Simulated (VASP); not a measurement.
# Zn (Cm) in VASP: single point with PBEsol

Aim: the single point of Zn with PBEsol.

Program: VASP 6.6.1. These are calculated values, not measurements. Logs are shortened: lines on timing, memory, paths and dates and some standing lists are left out, and cuts for length are marked.

**1. The cell of the first run**

Symmetry: Cm, No. 8, monoclinic system. The conventional cell has a = 4.406 Å, b = 2.511 Å, c = 7.273 Å, α = 90.00°, β = 101.20°, γ = 90.00°. Within 3.3 Å of Zn (site symmetry m) lie 12 Zn at 2.51 to 3.21 Å. Within 3.0 Å of Zn (site symmetry m) lie 12 Zn at 2.30 to 2.95 Å. Within 3.0 Å of Zn (site symmetry m) lie 9 Zn at 2.30 to 2.54 Å.

**2. Single point, PBEsol (strained and its atoms moved)**

File INCAR:

```
  PREC = Accurate
  ENCUT = 520
  EDIFF = 1E-6
  ISMEAR = 0
  SIGMA = 0.1
  LREAL = F
  LASPH = T
  NELM = 100
  ALGO = Normal
  ISIF = 2
  LWAVE = F
  LCHARG = F
  GGA = PS
  NBANDS = 25
```

File KPOINTS:

```
Automatic mesh
0
Gamma
  18 18 6
```

File POSCAR:

```
Zn
1.0
    2.2028922360     -1.2552577584      0.0205723035
    2.2028922360      1.2552577584      0.0205723035
   -1.4796922381      0.0000000000      7.1210551018
Zn
3
Direct
   -0.0214913006     -0.0214913006     -0.0167635500
    0.2303584200      0.2303584200      0.6360378388
    0.7911328806      0.7911328806      0.3807257111
```

Potentials or basis: VASP PAW PBE potentials, release 64 (Zn).

Launch:

```
cat potpaw_PBE.64/Zn/POTCAR > POTCAR
mpirun -np 1 vasp_std > vasp.out
```

OUTCAR:

```text
PREC = Accurate
   ENCUT = 520
   EDIFF = 1E-6
   ISMEAR = 0
   LREAL = F
   LASPH = T
   NELM = 100
   ISIF = 2
   GGA = PS

 ion  position               nearest neighbor table
   1  0.979  0.979  0.983-   2 2.84   2 2.84   2 2.95
   2  0.230  0.230  0.636-   3 2.30   3 2.30   3 2.41   1 2.84   1 2.84   1 2.95
   3  0.791  0.791  0.381-   2 2.30   2 2.30   2 2.41

  LATTYP: Found a base centered monoclinic cell.
 ALAT       =     4.4059765878
 B/A-ratio  =     0.5697977433
 C/A-ratio  =     1.6507495844
 COS(beta)  =    -0.1942935316

  Lattice vectors:

 A1 = (   2.2028922360,  -1.2552577584,   0.0205723035)
 A2 = (   2.2028922360,   1.2552577584,   0.0205723035)
 A3 = (  -1.4796922381,   0.0000000000,   7.1210551018)

Analysis of symmetry for initial positions (statically):
=====================================================================
 Subroutine PRICEL returns:
 Original cell was already a primitive cell.

 Routine SETGRP: Setting up the symmetry group for a
 base centered monoclinic supercell.

 Subroutine GETGRP returns: Found  2 space group operations
 (whereof  2 operations were pure point group operations)
 out of a pool of  4 trial point group operations.

The static configuration has the point symmetry C_1h.

Analysis of symmetry for dynamics (positions and initial velocities):
=====================================================================
 Subroutine PRICEL returns:
 Original cell was already a primitive cell.

 Routine SETGRP: Setting up the symmetry group for a
 base centered monoclinic supercell.

 Subroutine GETGRP returns: Found  2 space group operations
 (whereof  2 operations were pure point group operations)
 out of a pool of  4 trial point group operations.

The dynamic configuration has the point symmetry C_1h.

 Subroutine INISYM returns: Found  2 space group operations
 (whereof  2 operations are pure point group operations),
 and found     1 'primitive' translations

----------------------------------------------------------------------------------------

                                     Primitive cell

  volume of cell :      39.4587

  direct lattice vectors                    reciprocal lattice vectors
     2.202892236 -1.255257758  0.020572303     0.226534741 -0.398324565  0.047071915
     2.202892236  1.255257758  0.020572303     0.226534741  0.398324565  0.047071915
    -1.479692238  0.000000000  7.121055102    -0.001308891  0.000000000  0.140156652

  length of vectors
     2.535513649  2.535513649  7.273164021     0.460647602  0.460647602  0.140162764

  position of ions in fractional coordinates (direct lattice)
     0.978508699  0.978508699  0.983236450
     0.230358420  0.230358420  0.636037839
     0.791132881  0.791132881  0.380725711

  ion indices of the primitive-cell ions
   primitive index   ion index
                 1           1
                 2           2
                 3           3

----------------------------------------------------------------------------------------

 KPOINTS: Automatic mesh

Automatic generation of k-mesh.
 Grid dimensions read from file:
 generate k-points for:   18   18    6

 Generating k-lattice:

  Cartesian coordinates                     Fractional coordinates (reciprocal lattice)
     0.012585263 -0.022129142  0.002615106     0.055555556 -0.000000000  0.000000000
     0.012585263  0.022129142  0.002615106    -0.000000000  0.055555556  0.000000000
    -0.000218148  0.000000000  0.023359442     0.000000000  0.000000000  0.166666667

  Length of vectors
     0.025591533  0.025591533  0.023360461

  Shift w.r.t. Gamma in fractional coordinates (k-lattice)
     0.000000000  0.000000000  0.000000000

 Subroutine IBZKPT returns following result:
 ===========================================

 Found    524 irreducible k-points:

 Following reciprocal coordinates:
            Coordinates               Weight
  0.000000  0.000000  0.000000      1.000000
  0.055556  0.000000  0.000000      4.000000
  0.111111  0.000000  0.000000      4.000000
  0.166667 -0.000000  0.000000      4.000000
  0.222222  0.000000  0.000000      4.000000
  0.277778  0.000000  0.000000      4.000000
[... 16 lines left out ...]
 -0.277778  0.055556 -0.000000      4.000000
 -0.222222  0.055556 -0.000000      4.000000
 [... further k-points ...]
   k-points           NKPTS =    524   k-points in BZ     NKDIM =    524   number of bands    NBANDS=     25
   number of dos      NEDOS =    301   number of ions     NIONS =      3
   total plane-waves  NPLWV =  21600
   dimension x,y,z NGX =    20 NGY =   20 NGZ =   54
   dimension x,y,z NGXF=    40 NGYF=   40 NGZF=  108
   ions per type =               3
   NGX,Y,Z   is equivalent  to a cutoff of  13.11, 13.11, 12.34 a.u.
   NGXF,Y,Z  is equivalent  to a cutoff of  26.23, 26.23, 24.69 a.u.
 SYSTEM =  unknown system
   PREC   = accura    normal or accurate (medium, high low for compatibility)
   ISTART =      0    job   : 0-new  1-cont  2-samecut
   ICHARG =      2    charge: 1-file 2-atom 10-const
   ISPIN  =      1    spin polarized calculation?
   LNONCOLLINEAR =      F non collinear calculations
   LSORBIT =      F    spin-orbit coupling
   LASPH  =      T    aspherical Exc in radial PAW
   ENCUT  =  520.0 eV  38.22 Ry    6.18 a.u.   4.71  4.71 13.52*2*pi/ulx,y,z
   NELM   =    100;   NELMIN=  2; NELMDL= -5     # of ELM steps
   EDIFF  = 0.1E-05   stopping-criterion for ELM
   LREAL  =      F    real-space projection
   EDIFFG = 0.1E-04   stopping-criterion for IOM
   NSW    =      0    number of steps for IOM
   IBRION =     -1    ionic relax: 0-MD 1-quasi-New 2-CG
   NFREE  =      0    steps in history (QN), initial steepest desc. (CG)
   ISIF   =      2    stress and relaxation
   ISYM   =      2    0-nonsym 1-usesym 2-fastsym
   POTIM  = 0.5000    time-step for ionic-motion
   TEBEG  =    0.0;   TEEND  =   0.0 temperature during run
   PSTRESS=    0.0 pullay stress
   NELECT =      36.0000    total number of electrons
   NUPDOWN=      -1.0000    fix difference up-down
   EMIN   =  10.00;   EMAX   =-10.00  energy-range for DOS
   EFERMI =   0.00;   METHOD = LEGACY
   ISMEAR =     0;   SIGMA  =   0.10  broadening in eV -4-tet -1-fermi 0-gaus
   EFERMI_NEDOS =   21; number of points for ismear=-14 and -15
   IALGO  =     38    algorithm
   IMIX   =      4    mixing-type and parameters
     AMIX     =   0.40;   BMIX     =  1.00
     AMIX_MAG =   1.60;   BMIX_MAG =  1.00
  volume/ion in A,a.u.               =      13.15        88.76
  Fermi-wavevector in a.u.,A,eV,Ry     =   1.587797  3.000500 34.301618  2.521098
  Thomas-Fermi vector in A             =   2.686899
   LORBIT       =      0    0 simple, 1 ext, 2 COOP (PROOUT), +10 PAW based schemes
   GGA     = PS    functional components
   LHFCALC =     F    Hartree Fock is set to
   AEXX    =    0.0000 exact exchange contribution
   IVDW    =     0    specifies the selected vdW correction
   LEPSILON=     F    determine dielectric tensor
   LRPA    =     F    only Hartree local field effects (RPA)
 non-spin polarized calculation
 Gauss-broadening in eV      SIGMA  =   0.10
  energy-cutoff  :      520.00
  volume of cell :       39.46
 maximum number of plane-waves:      1079
   NGX =  9   NGY =  9   NGZ = 27

 number of electron      36.0000010 magnetization

 Free energy of the ion-electron system (eV)
  ---------------------------------------------------
  ext. energy  EPLUGINS =         0.00000000
  ---------------------------------------------------
  free energy    TOTEN  =        -3.90464696 eV

  energy without entropy =       -3.90091426  energy(sigma->0) =       -3.90278061

 E-fermi :   3.9751     XC(G=0): -12.4087

 val. band max:        3.9688993882   @ k =   0.3333   0.2778   0.3333
 cond. band min:       3.9778957323   @ k =  -0.3333   0.4444   0.1667
 fundamental gap:      0.0089963441
 Fermi energy:         3.9751301710

 k-point     1 :       0.0000    0.0000    0.0000
  band No.  band energies     occupation
      1      -8.3276      2.00000
      2      -6.0052      2.00000
      3      -5.6238      2.00000
      4      -4.6462      2.00000
      5      -4.5818      2.00000
      6      -4.5632      2.00000
[... 17 lines left out ...]
     24      23.3993      0.00000
     25      24.0198      0.00000

 k-point     2 :       0.0556    0.0000    0.0000
  band No.  band energies     occupation
      1      -8.2285      2.00000
      2      -5.9476      2.00000
      3      -5.5457      2.00000
      4      -4.6449      2.00000
      5      -4.5919      2.00000
      6      -4.5634      2.00000
[... 17 lines left out ...]
     24      22.2028      0.00000
     25      23.3397      0.00000

 k-point     3 :       0.1111    0.0000    0.0000
  band No.  band energies     occupation
      1      -7.9372      2.00000
      2      -5.7885      2.00000
      3      -5.3287      2.00000
      4      -4.7073      2.00000
      5      -4.6408      2.00000
      6      -4.5421      2.00000
[... 17 lines left out ...]
     24      20.6841      0.00000
     25      22.0711      0.00000

 k-point     4 :       0.1667   -0.0000    0.0000
  band No.  band energies     occupation
      1      -7.4753      2.00000
      2      -5.5764      2.00000
      3      -5.0535      2.00000
      4      -4.8380      2.00000
      5      -4.6559      2.00000
      6      -4.5066      2.00000
[... 17 lines left out ...]
     24      20.0749      0.00000
     25      20.6809      0.00000
[... 477 lines left out ...]
 k-point    22 :      -0.3333    0.0556   -0.0000
  band No.  band energies     occupation
      1      -5.8618      2.00000
      2      -5.4509      2.00000
      3      -5.4159      2.00000
      4      -4.6811      2.00000
      5      -4.6034      2.00000
      6      -4.3846      2.00000
[... 17 lines left out ...]
     24      14.6643      0.00000
     25      16.1129      0.00000

 k-point    23 :      -0.2778    0.0556   -0.0000
  band No.  band energies     occupation
      1      -6.0863      2.00000
      2      -5.3695      2.00000
      3      -5.2928      2.00000
      4      -4.6524      2.00000
      5      -4.5727      2.00000
      6      -4.3956      2.00000
[... 17 lines left out ...]
     24      15.3942      0.00000
     25      17.3193      0.00000

 k-point    24 :      -0.2222    0.0556   -0.0000
  band No.  band energies     occupation
      1      -6.5459      2.00000
      2      -5.3525      2.00000
      3      -5.1294      2.00000
      4      -4.6873      2.00000
      5      -4.6184      2.00000
      6      -4.4900      2.00000
[... 17 lines left out ...]
     24      16.9624      0.00000
     25      18.2460      0.00000

 [... further k-points ...]

------------------------ aborting loop because EDIFF is reached ----------------------------------------

  FORCE on cell =-STRESS in cart. coord.  units (eV):
  Direction    XX          YY          ZZ          XY          YZ          ZX
  --------------------------------------------------------------------------------------
  -------------------------------------------------------------------------------------
  Total        4.2904180      5.2176681      5.5604881      0.0000000      0.0000000     -0.4309855
  in kB      174.2078591    211.8578618    225.7777049      0.0000000      0.0000000    -17.4997079
  external PRESSURE =     203.9478086 kB  Pullay stress =       0.0000000 kB

 VOLUME and BASIS-vectors are now :
 -----------------------------------------------------------------------------
  energy-cutoff  :      520.00
  volume of cell :       39.46
      direct lattice vectors                 reciprocal lattice vectors
     2.202892236 -1.255257758  0.020572303     0.226534741 -0.398324565  0.047071915
     2.202892236  1.255257758  0.020572303     0.226534741  0.398324565  0.047071915
    -1.479692238  0.000000000  7.121055102    -0.001308891  0.000000000  0.140156652

 POSITION                                       TOTAL-FORCE (eV/Angst)
 -----------------------------------------------------------------------------------
      2.85621      0.00000      7.04194         0.054136      0.000000      0.239640
      0.07377      0.00000      4.53874        -0.351510      0.000000      3.118822
      2.92220      0.00000      2.74372         0.297373      0.000000     -3.358461
 -----------------------------------------------------------------------------------
    total drift:                                0.000980      0.000000     -0.000157

  FREE ENERGIE OF THE ION-ELECTRON SYSTEM (eV)
  ---------------------------------------------------
  free  energy   TOTEN  =        -3.9046469564 eV

  energy  without entropy=       -3.9009142566  energy(sigma->0) =       -3.90278061
```

It took 4.5 min on 1 thread of Intel Xeon Platinum 8488C (Sapphire Rapids), shared host; peak memory 0.46 GiB.

What came out:

```
Free energy            : -3.9046 eV
Pressure               : 20.4 GPa
Largest force          : 3.372 eV/Å
Band gap on the k mesh : zero (band 18 reaches 5.49 eV, above the bottom of band 19 at 0.84 eV)
```

Forces in eV/Å, atoms in the order of the input:
```
Zn   0.054  0.000  0.240
Zn  -0.352  0.000  3.119
Zn   0.297  0.000 -3.358
```

Levels at points of the mesh, in eV from the Fermi level:
| k point | band 16 | band 17 | band 18 | band 19 | band 20 | band 21 |
| --- | --- | --- | --- | --- | --- | --- |
| (0.00, 0.00, 0.00) | -7.15 | -7.14 | -6.75 | 0.83 | 2.59 | 15.84 |
| (0.50, 0.00, 0.00) | -3.55 | -2.67 | -1.69 | 1.27 | 1.75 | 2.58 |
| (0.50, 0.50, 0.00) | -3.66 | -2.55 | -2.01 | 0.21 | 2.55 | 3.63 |
| (0.00, 0.00, 0.50) | -7.15 | -7.13 | -4.06 | -3.14 | 7.04 | 10.23 |
| (0.50, 0.00, 0.50) | -3.43 | -2.67 | -1.95 | 0.49 | 3.17 | 3.77 |
| (0.50, 0.50, 0.50) | -3.79 | -2.57 | -1.74 | 0.83 | 1.50 | 2.44 |

Caveat: the cell differs from its parent crystal (strained and its atoms moved); the PAW data sets were made with another functional, which shifts forces and pressure a little.
